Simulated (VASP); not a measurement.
## Pb: single point with PBEsol

Pb:

```
CELL_PARAMETERS angstrom
0.00000 2.34880 2.34880
2.34880 0.00000 2.34880
2.34880 2.34880 0.00000
ATOMIC_POSITIONS crystal
Pb 0.00000 0.00000 0.00000
```

- Program: VASP 6.6.1
- Task: single point
- Functional: PBEsol
- Potentials or basis: VASP PAW PBE potentials, release 64 (Pb_d)
- Cutoff: 520 eV
- k mesh: 9 × 9 × 9
- Occupations: fermi-dirac, width 0.05 eV
- Spin: no spin polarisation

- Pressure: 9.9 GPa
- Band gap on the k mesh: zero (band 7 reaches 17.69 eV, above the bottom of band 8 at 7.10 eV)

Levels at points of the mesh, in eV from the Fermi level:
```tsv
k point	band 5	band 6	band 7	band 8	band 9	band 10
(0.00, 0.00, 0.00)	-16.72	-12.75	8.90	8.90	8.90	10.01
```

Run time: 24 s on 1 thread of Intel(R) Xeon(R) Platinum 8375C CPU @ 2.90GHz (Ice Lake), with other jobs on the host, peak memory 0.15 GiB.

Caveat: the PAW data sets were made with another functional, which shifts forces and pressure a little; spin-orbit coupling is left out, which moves the levels of the heavy elements.
